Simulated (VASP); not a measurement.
Set up this calculation in VASP 6.6.1, as the native input.

```yaml
Task: single point
Functional: PBE
Potentials_or_basis: VASP PAW PBE potentials, release 64 (Ge_d, S, H)
Cutoff: 410 eV
k_mesh: 1 × 1 × 6
Occupations: gaussian, width 0.05 eV
Spin: no spin polarisation
Dipole_correction: no
Further_INCAR_settings: ALGO = Normal; EDIFF = 1e-06; NBANDS = 98
```

The structure of Ge2HS2 lies in POSCAR:

```
Ge2HS2
1.0
   23.4000000000      0.0000000000      0.0000000000
    0.0000000000     10.7000000000      0.0000000000
    0.0000000000      0.0000000000      6.0656770691
Ge S H
8 8 4
Direct
    0.7579255066      0.4293429648      0.3348607929
    0.6123562960      0.4346643755      0.3301832888
    0.6879538153      0.4367605058      0.8383279158
    0.4628398736      0.4342107348      0.3372223646
    0.5371601264      0.4342107348      0.8372223646
    0.3120461847      0.4367605058      0.3383279158
    0.3876437040      0.4346643755      0.8301832888
    0.2420744934      0.4293429648      0.8348607929
    0.6858176923      0.5633856172      0.1707253900
    0.7598103841      0.5705858304      0.6597905549
    0.5362375263      0.5616646357      0.1685020708
    0.6129328403      0.5584432917      0.6681830994
    0.3870671597      0.5584432917      0.1681830994
    0.4637624737      0.5616646357      0.6685020708
    0.2401896159      0.5705858304      0.1597905549
    0.3141823077      0.5633856172      0.6707253900
    0.8074043454      0.5108532784      0.2201853690
    0.1925956546      0.5108532784      0.7201853690
    0.8037926803      0.5099784103      0.7589823912
    0.1962073197      0.5099784103      0.2589823912
```

The input as run:

INCAR

```
SYSTEM = Ge2HS2
ALGO     = Normal         ! electronic algorithm
EDIFF    = 1E-6           ! SCF threshold, eV
ENCUT    = 410            ! plane-wave cutoff, eV
GGA      = PE             ! functional
GGA_COMPAT= .False.      
ISIF     = 2              ! what is computed and relaxed
ISMEAR   = 0              ! smearing method
LASPH    = .True.         ! aspherical terms in the spheres
LCHARG   = .False.        ! write CHGCAR
LREAL    = .False.        ! projectors in reciprocal space
LWAVE    = .False.        ! write WAVECAR
NBANDS   = 98             ! bands
NELM     = 120            ! most SCF steps
PREC     = Accurate       ! precision mode
SIGMA    = 0.05           ! smearing width, eV
```

KPOINTS

```
k-points
0
Gamma
  1 1 6
  0 0 0
```

Potentials or basis: VASP PAW PBE potentials, release 64 (Ge_d, S, H).

Command:

```sh
$ cat potpaw_PBE.64/Ge_d/POTCAR potpaw_PBE.64/S/POTCAR potpaw_PBE.64/H/POTCAR > POTCAR
$ mpirun -np 1 vasp_std > vasp.out
```

Results of the run:

- Largest force: 0.033 eV/Å
- Band gap on the k mesh: 2.60 eV (least direct gap 2.61 eV)

Wall time 20 min on 1 thread of Intel(R) Xeon(R) Platinum 8488C (Sapphire Rapids), on a shared host, peak memory 1.1 GiB.
